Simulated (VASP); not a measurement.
# KCl (Pm-3m) in VASP: notebook

The runs below take KCl through single point, with PBE-based screened hybrid with 5 % exact exchange, PBE-based screened hybrid with 10 % exact exchange, PBE-based screened hybrid with 15 % exact exchange.

Program: VASP 6.6.1. These are calculated values, not measurements. Logs are shortened: lines on timing, memory, paths and dates and some standing lists are left out, and cuts for length are marked.

## Step 1: The cell of the first run

Symmetry: Pm-3m, No. 221, cubic system. Conventional cell: a = 3.839 Å, b = 3.839 Å, c = 3.839 Å, α = 90.00°, β = 90.00°, γ = 90.00°. Within 4.4 Å of K (site symmetry m-3m) lie 8 Cl at 3.32 Å and 6 K at 3.84 Å. Within 4.4 Å of Cl (site symmetry m-3m) lie 8 K at 3.32 Å and 6 Cl at 3.84 Å.

## Step 2: Single point, PBE-based screened hybrid with 5 % exact exchange

Contents of POSCAR:

```
KCl
1.0
    3.8391960000      0.0000000000      0.0000000000
    0.0000000000      3.8391960000      0.0000000000
    0.0000000000      0.0000000000      3.8391960000
K Cl
1 1
Direct
    0.0000000000      0.0000000000      0.0000000000
    0.5000000000      0.5000000000      0.5000000000
```

Contents of INCAR.step1:

```
SYSTEM = KCl
ALGO     = Normal         ! electronic algorithm
EDIFF    = 1E-5           ! SCF threshold, eV
ENCUT    = 520            ! plane-wave cutoff, eV
GGA      = PE             ! functional
ISIF     = 2              ! what is computed and relaxed
ISMEAR   = -1             ! smearing method
LASPH    = .TRUE.         ! aspherical terms in the spheres
LCHARG   = .FALSE.        ! write CHGCAR
LREAL    = .FALSE.        ! projectors in reciprocal space
LWAVE    = .TRUE.         ! write WAVECAR
NBANDS   = 15             ! bands
NELM     = 100            ! most SCF steps
PREC     = Accurate       ! precision mode
SIGMA    = 0.05           ! smearing width, eV
```

Contents of INCAR.step2:

```
SYSTEM = KCl
AEXX     = 0.05           ! exact-exchange fraction
ALGO     = Normal         ! electronic algorithm
EDIFF    = 1E-6           ! SCF threshold, eV
ENCUT    = 520            ! plane-wave cutoff, eV
GGA      = PE             ! functional
HFSCREEN = 0.2            ! screening, 1/A
ISIF     = 2              ! what is computed and relaxed
ISMEAR   = -1             ! smearing method
ISTART   = 1            
LASPH    = .TRUE.         ! aspherical terms in the spheres
LCHARG   = .FALSE.        ! write CHGCAR
LHFCALC  = .TRUE.         ! exact exchange
LREAL    = .FALSE.        ! projectors in reciprocal space
LWAVE    = .FALSE.        ! write WAVECAR
NBANDS   = 15             ! bands
NELM     = 100            ! most SCF steps
PREC     = Accurate       ! precision mode
PRECFOCK = Normal       
SIGMA    = 0.05           ! smearing width, eV
```

Contents of KPOINTS:

```
k-points
0
G
  4 4 4
  0 0 0
```

Potentials or basis: VASP PAW PBE potentials, release 64 (K_sv, Cl).

The run is started by

```
$ cat potpaw_PBE.64/K_sv/POTCAR potpaw_PBE.64/Cl/POTCAR > POTCAR
$ cp INCAR.step1 INCAR
$ mpirun -np 1 vasp_std > vasp.out
$ cp INCAR.step2 INCAR
$ mpirun -np 1 vasp_std > vasp.out
```

OUTCAR:

```text
SYSTEM = KCl
   AEXX = 0.05
   EDIFF = 1E-6
   ENCUT = 520
   GGA = PE
   HFSCREEN = 0.2
   ISIF = 2
   ISMEAR = -1
   ISTART = 1
   LASPH = .TRUE.
   LHFCALC = .TRUE.
   LREAL = .FALSE.
   NELM = 100
   PREC = Accurate
   PRECFOCK = Normal

 ion  position               nearest neighbor table
   1  0.000  0.000  0.000-
   2  0.500  0.500  0.500-

  LATTYP: Found a simple cubic cell.
 ALAT       =     3.8391960000

  Lattice vectors:

 A1 = (   3.8391960000,   0.0000000000,   0.0000000000)
 A2 = (   0.0000000000,   3.8391960000,   0.0000000000)
 A3 = (   0.0000000000,   0.0000000000,   3.8391960000)

Analysis of symmetry for initial positions (statically):
=====================================================================
 Subroutine PRICEL returns:
 Original cell was already a primitive cell.

 Routine SETGRP: Setting up the symmetry group for a
 simple cubic supercell.

 Subroutine GETGRP returns: Found 48 space group operations
 (whereof 48 operations were pure point group operations)
 out of a pool of 48 trial point group operations.

The static configuration has the point symmetry O_h .

Analysis of symmetry for dynamics (positions and initial velocities):
=====================================================================
 Subroutine PRICEL returns:
 Original cell was already a primitive cell.

 Routine SETGRP: Setting up the symmetry group for a
 simple cubic supercell.

 Subroutine GETGRP returns: Found 48 space group operations
 (whereof 48 operations were pure point group operations)
 out of a pool of 48 trial point group operations.

The dynamic configuration has the point symmetry O_h .

 Subroutine INISYM returns: Found 48 space group operations
 (whereof 48 operations are pure point group operations),
 and found     1 'primitive' translations

----------------------------------------------------------------------------------------

                                     Primitive cell

  volume of cell :      56.5875

  direct lattice vectors                    reciprocal lattice vectors
     3.839196000  0.000000000  0.000000000     0.260471203  0.000000000  0.000000000
     0.000000000  3.839196000  0.000000000     0.000000000  0.260471203  0.000000000
     0.000000000  0.000000000  3.839196000     0.000000000  0.000000000  0.260471203

  length of vectors
     3.839196000  3.839196000  3.839196000     0.260471203  0.260471203  0.260471203

  position of ions in fractional coordinates (direct lattice)
     0.000000000  0.000000000  0.000000000
     0.500000000  0.500000000  0.500000000

  ion indices of the primitive-cell ions
   primitive index   ion index
                 1           1
                 2           2

----------------------------------------------------------------------------------------

 KPOINTS: k-points

Automatic generation of k-mesh.
 Grid dimensions read from file:
 generate k-points for:    4    4    4

 Generating k-lattice:

  Cartesian coordinates                     Fractional coordinates (reciprocal lattice)
     0.065117801  0.000000000  0.000000000     0.250000000  0.000000000  0.000000000
     0.000000000  0.065117801  0.000000000     0.000000000  0.250000000  0.000000000
     0.000000000  0.000000000  0.065117801     0.000000000  0.000000000  0.250000000

  Length of vectors
     0.065117801  0.065117801  0.065117801

  Shift w.r.t. Gamma in fractional coordinates (k-lattice)
     0.000000000  0.000000000  0.000000000

 Subroutine IBZKPT returns following result:
 ===========================================

 Found     10 irreducible k-points:

 Following reciprocal coordinates:
            Coordinates               Weight
  0.000000  0.000000  0.000000      1.000000
  0.250000  0.000000  0.000000      6.000000
  0.500000  0.000000  0.000000      3.000000
  0.250000  0.250000  0.000000     12.000000
  0.500000  0.250000  0.000000     12.000000
  0.500000  0.500000  0.000000      3.000000
  0.250000  0.250000  0.250000      8.000000
  0.500000  0.250000  0.250000     12.000000
  0.500000  0.500000  0.250000      6.000000
  0.500000  0.500000  0.500000      1.000000
   k-points           NKPTS =     10   k-points in BZ     NKDIM =     64   number of bands    NBANDS=     15
   number of dos      NEDOS =    301   number of ions     NIONS =      2
   total plane-waves  NPLWV =  27000
   dimension x,y,z NGX =    30 NGY =   30 NGZ =   30
   dimension x,y,z NGXF=    60 NGYF=   60 NGZF=   60
   ions per type =               1   1
   NGX,Y,Z   is equivalent  to a cutoff of  12.99, 12.99, 12.99 a.u.
   NGXF,Y,Z  is equivalent  to a cutoff of  25.98, 25.98, 25.98 a.u.
 SYSTEM =  KCl
   PREC   = accura    normal or accurate (medium, high low for compatibility)
   ISTART =      1    job   : 0-new  1-cont  2-samecut
   ICHARG =      0    charge: 1-file 2-atom 10-const
   ISPIN  =      1    spin polarized calculation?
   LNONCOLLINEAR =      F non collinear calculations
   LSORBIT =      F    spin-orbit coupling
   LASPH  =      T    aspherical Exc in radial PAW
   ENCUT  =  520.0 eV  38.22 Ry    6.18 a.u.   7.14  7.14  7.14*2*pi/ulx,y,z
   NELM   =    100;   NELMIN=  2; NELMDL=  0     # of ELM steps
   EDIFF  = 0.1E-05   stopping-criterion for ELM
   LREAL  =      F    real-space projection
   EDIFFG = 0.1E-04   stopping-criterion for IOM
   NSW    =      0    number of steps for IOM
   IBRION =     -1    ionic relax: 0-MD 1-quasi-New 2-CG
   NFREE  =      0    steps in history (QN), initial steepest desc. (CG)
   ISIF   =      2    stress and relaxation
   ISYM   =      3    0-nonsym 1-usesym 2-fastsym
   POTIM  = 0.5000    time-step for ionic-motion
   TEBEG  =    0.0;   TEEND  =   0.0 temperature during run
   PSTRESS=    0.0 pullay stress
   NELECT =      16.0000    total number of electrons
   NUPDOWN=      -1.0000    fix difference up-down
   EMIN   =  10.00;   EMAX   =-10.00  energy-range for DOS
   EFERMI =   0.00;   METHOD = LEGACY
   ISMEAR =    -1;   SIGMA  =   0.05  broadening in eV -4-tet -1-fermi 0-gaus
   EFERMI_NEDOS =   21; number of points for ismear=-14 and -15
   IALGO  =     38    algorithm
   IMIX   =      1    mixing-type and parameters
     AMIX     =   0.40;   BMIX     =  1.00
     AMIX_MAG =   1.60;   BMIX_MAG =  1.00
  volume/ion in A,a.u.               =      28.29       190.94
  Fermi-wavevector in a.u.,A,eV,Ry     =   1.074504  2.030517 15.708715  1.154558
  Thomas-Fermi vector in A             =   2.210334
   LORBIT       =      0    0 simple, 1 ext, 2 COOP (PROOUT), +10 PAW based schemes
   GGA     = PE    functional components
   LHFCALC =     T    Hartree Fock is set to
   PRECFOCK=normal    Normal, Fast or Accurate (Low or Medium for compatibility)
   ENCUT4O =  -1.0   cutoff for four orbital integrals eV
   NKREDX  =     1    reduce k-point grid by
   NKREDY  =     1    reduce k-point grid by
   NKREDZ  =     1    reduce k-point grid by
   AEXX    =    0.0500 exact exchange contribution
   HFSCREEN=    0.2000 screening length (either q_TF or 0.3 A-1)
   HFSCREENC=   0.2000 screening length for correlation (either q_TF or 0.3 A-1)
   ENCUTFOCK=  -1.0 apply spherical cutoff to Coloumb kernel
   IVDW    =     0    specifies the selected vdW correction
   LEPSILON=     F    determine dielectric tensor
   LRPA    =     F    only Hartree local field effects (RPA)
 non-spin polarized calculation
  energy-cutoff  :      520.00
  volume of cell :       56.59
 maximum number of plane-waves:      1568
 NGX is ok and might be reduce to    30
  NGX = 24; NGY = 24; NGZ = 24

 number of electron      16.0000007 magnetization

 Free energy of the ion-electron system (eV)
  ---------------------------------------------------
  ext. energy  EPLUGINS =         0.00000000
  ---------------------------------------------------
  free energy    TOTEN  =        -6.86541064 eV

  energy without entropy =       -6.86541064  energy(sigma->0) =       -6.86541064

 E-fermi :   0.1330     XC(G=0):  -7.8000

 val. band max:       -1.0208610305   @ k =   0.5000   0.5000   0.0000
 cond. band min:       4.0384727441   @ k =   0.0000   0.0000   0.0000
 fundamental gap:      5.0593337746
 Fermi energy:         0.1329997823

 k-point     1 :       0.0000    0.0000    0.0000
  band No.  band energies     occupation
      1     -29.5141      2.00000
      2     -13.8264      2.00000
      3     -12.6292      2.00000
      4     -12.6292      2.00000
      5     -12.6292      2.00000
      6      -1.2274      2.00000
      7      -1.2274      2.00000
      8      -1.2274      2.00000
      9       4.0385      0.00000
     10       5.8350      0.00000
     11       5.8350      0.00000
     12       9.9902      0.00000
     13       9.9902      0.00000
     14       9.9902      0.00000
     15      12.9594      0.00000

 k-point     2 :       0.2500    0.0000    0.0000
  band No.  band energies     occupation
      1     -29.5045      2.00000
      2     -13.9079      2.00000
      3     -12.6139      2.00000
      4     -12.6139      2.00000
      5     -12.5624      2.00000
      6      -2.1116      2.00000
      7      -1.2294      2.00000
      8      -1.2294      2.00000
      9       5.2585      0.00000
     10       6.3344      0.00000
     11       6.8988      0.00000
     12       9.8215      0.00000
     13       9.8215      0.00000
     14      10.2635      0.00000
     15      11.1376      0.00000
[... 113 lines left out ...]
      3     -12.8241      2.00000
      4     -12.8241      2.00000
      5     -12.6878      2.00000
      6      -2.2874      2.00000
      7      -2.2874      2.00000
      8      -1.7485      2.00000
      9       6.4740      0.00000
     10       7.9264      0.00000
     11       8.0828      0.00000
     12       8.0828      0.00000
     13       9.9160      0.00000
     14       9.9160      0.00000
     15      11.5669      0.00000

 k-point    10 :       0.5000    0.5000    0.5000
  band No.  band energies     occupation
      1     -29.4603      2.00000
      2     -13.4198      2.00000
      3     -12.7974      2.00000
      4     -12.7974      2.00000
      5     -12.7974      2.00000
      6      -2.3453      2.00000
      7      -2.3453      2.00000
      8      -2.3453      2.00000
      9       8.0591      0.00000
     10       8.0591      0.00000
     11       8.0591      0.00000
     12       9.2171      0.00000
     13       9.2171      0.00000
     14       9.2171      0.00000
     15      11.6232      0.00000

------------------------ aborting loop because EDIFF is reached ----------------------------------------

  FORCE on cell =-STRESS in cart. coord.  units (eV):
  Direction    XX          YY          ZZ          XY          YZ          ZX
  --------------------------------------------------------------------------------------
  -------------------------------------------------------------------------------------
  Total       -0.0375200     -0.0375200     -0.0375200     -0.0000000     -0.0000000      0.0000000
  in kB       -1.0623140     -1.0623140     -1.0623140     -0.0000000     -0.0000000      0.0000000
  external PRESSURE =      -1.0623140 kB  Pullay stress =       0.0000000 kB

 VOLUME and BASIS-vectors are now :
 -----------------------------------------------------------------------------
  energy-cutoff  :      520.00
  volume of cell :       56.59
      direct lattice vectors                 reciprocal lattice vectors
     3.839196000  0.000000000  0.000000000     0.260471203  0.000000000  0.000000000
     0.000000000  3.839196000  0.000000000     0.000000000  0.260471203  0.000000000
     0.000000000  0.000000000  3.839196000     0.000000000  0.000000000  0.260471203

 POSITION                                       TOTAL-FORCE (eV/Angst)
 -----------------------------------------------------------------------------------
      0.00000      0.00000      0.00000         0.000000      0.000000      0.000000
      1.91960      1.91960      1.91960         0.000000      0.000000      0.000000
 -----------------------------------------------------------------------------------
    total drift:                               -0.000000     -0.000000     -0.000000

  FREE ENERGIE OF THE ION-ELECTRON SYSTEM (eV)
  ---------------------------------------------------
  free  energy   TOTEN  =        -6.8654106386 eV

  energy  without entropy=       -6.8654106385  energy(sigma->0) =       -6.86541064
```

Wall time 3 min (1 thread of Intel Xeon Platinum 8259CL at 2.50GHz (Skylake/Cascade Lake), shared host); peak memory 0.28 GiB.

Results:

```yaml
Free_energy: -6.8654 eV
Pressure: -0.1 GPa
Band_gap_on_the_k_mesh: 5.06 eV (least direct gap 5.27 eV)
```

Caveat: the PAW data sets were made with another functional, which shifts forces and pressure a little. A k mesh can miss the band edges.

## Step 3: Single point, PBE-based screened hybrid with 10 % exact exchange

POSCAR is that of step 2.

Contents of INCAR.step1:

```
SYSTEM = KCl
PREC     = Accurate       ! precision mode
ENCUT    = 520            ! plane-wave cutoff, eV
EDIFF    = 1E-5           ! SCF threshold, eV
ISMEAR   = -1             ! smearing method
SIGMA    = 0.05           ! smearing width, eV
LREAL    = .FALSE.        ! projectors in reciprocal space
LASPH    = .TRUE.         ! aspherical terms in the spheres
NELM     = 100            ! most SCF steps
ALGO     = Normal         ! electronic algorithm
ISIF     = 2              ! what is computed and relaxed
LWAVE    = .TRUE.         ! write WAVECAR
LCHARG   = .FALSE.        ! write CHGCAR
NBANDS   = 15             ! bands
GGA      = PE             ! functional
```

Contents of INCAR.step2:

```
SYSTEM = KCl
PREC     = Accurate       ! precision mode
ENCUT    = 520            ! plane-wave cutoff, eV
EDIFF    = 1E-6           ! SCF threshold, eV
ISMEAR   = -1             ! smearing method
SIGMA    = 0.05           ! smearing width, eV
LREAL    = .FALSE.        ! projectors in reciprocal space
LASPH    = .TRUE.         ! aspherical terms in the spheres
NELM     = 100            ! most SCF steps
ALGO     = Normal         ! electronic algorithm
ISIF     = 2              ! what is computed and relaxed
LWAVE    = .FALSE.        ! write WAVECAR
LCHARG   = .FALSE.        ! write CHGCAR
GGA      = PE             ! functional
LHFCALC  = .TRUE.         ! exact exchange
AEXX     = 0.1            ! exact-exchange fraction
HFSCREEN = 0.2            ! screening, 1/A
PRECFOCK = Normal       
NBANDS   = 15             ! bands
ISTART   = 1
```

Contents of KPOINTS:

```
Automatic mesh
0
G
  4 4 4
  0 0 0
```

Potentials or basis: VASP PAW PBE potentials, release 64 (K_sv, Cl).

The run is started by

```
$ cat potpaw_PBE.64/K_sv/POTCAR potpaw_PBE.64/Cl/POTCAR > POTCAR
$ cp INCAR.step1 INCAR
$ mpirun -np 1 vasp_std > vasp.out
$ cp INCAR.step2 INCAR
$ mpirun -np 1 vasp_std > vasp.out
```

Wall time 3.4 min (1 thread of Intel Xeon Platinum 8259CL at 2.50GHz (Skylake/Cascade Lake), shared host); peak memory 0.28 GiB.

It converged, with:

```yaml
Free_energy: -7.0793 eV
Pressure: -0.2 GPa
Band_gap_on_the_k_mesh: 5.33 eV (least direct gap 5.54 eV)
```

Levels at points of the mesh, in eV from the valence-band top:
| k point | band 5 | band 6 | band 7 | band 8 | band 9 | band 10 | band 11 | band 12 |
| --- | --- | --- | --- | --- | --- | --- | --- | --- |
| (0.00, 0.00, 0.00) | -11.76 | -0.21 | -0.21 | -0.21 | 5.33 | 7.15 | 7.15 | 11.39 |
| (0.50, 0.00, 0.00) | -11.63 | -1.80 | -0.21 | -0.21 | 8.25 | 8.55 | 8.85 | 10.70 |
| (0.50, 0.50, 0.00) | -11.71 | -1.23 | -1.23 | 0.00 | 6.74 | 7.89 | 9.60 | 9.60 |
| (0.50, 0.50, 0.50) | -11.93 | -1.34 | -1.34 | -1.34 | 9.36 | 9.36 | 9.36 | 10.60 |

Caveat: the PAW data sets were made with another functional, which shifts forces and pressure a little. A k mesh can miss the band edges.

(Continued in part 2 of 2.)
